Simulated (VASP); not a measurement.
# KBr: single point with PBE-based screened hybrid

The system is KBr.

```
Br K
1.0
     0.00000    3.55482    3.55482
     3.55482    0.00000    3.55482
     3.55482    3.55482    0.00000
Br K
1 1
Direct
  0.50000 0.50000 0.50000
  0.00000 0.00000 0.00000
```

```
Program                            : VASP 6.6.1
Task                               : single point
Functional                         : PBE-based screened hybrid
Potentials or basis                : VASP PAW PBE potentials, release 64 (Br, K_sv)
Cutoff                             : 520 eV
k mesh                             : 4 × 4 × 4
Occupations                        : gaussian, width 0.05 eV
Spin                               : non-collinear spin, zero start, spin-orbit coupling
Starting moments                   : [[0.0, 0.0, 0.0], [0.0, 0.0, 0.0]] μB
Dipole correction                  : no
Grid for exact exchange (PRECFOCK) : Normal
Share of exact exchange            : 0.25
Further INCAR settings             : ALGO = Normal; EDIFF = 1e-07; NBANDS = 28
Screening parameter                : 0.3 1/Å
```

```json
{"Pressure": "-1.7 GPa", "Net moment": "0.00 μB per cell", "Valence electrons inside the program's atomic spheres": "Br 4.90; K 7.58"}
```

Moments on the atoms (μB; x, y, z):
```
Br  0.00 0.00 0.00
K   0.00 0.00 0.00
```

Wall time 31 min on 1 × NVIDIA H100 80GB with 1 thread of AMD EPYC 7R13 Processor (Zen 3), with other jobs on the host, peak memory 1.4 GiB.

Caveat: the k points lie up to 0.38 Å⁻¹ apart; the PAW data sets were made with another functional, which shifts forces and pressure a little.
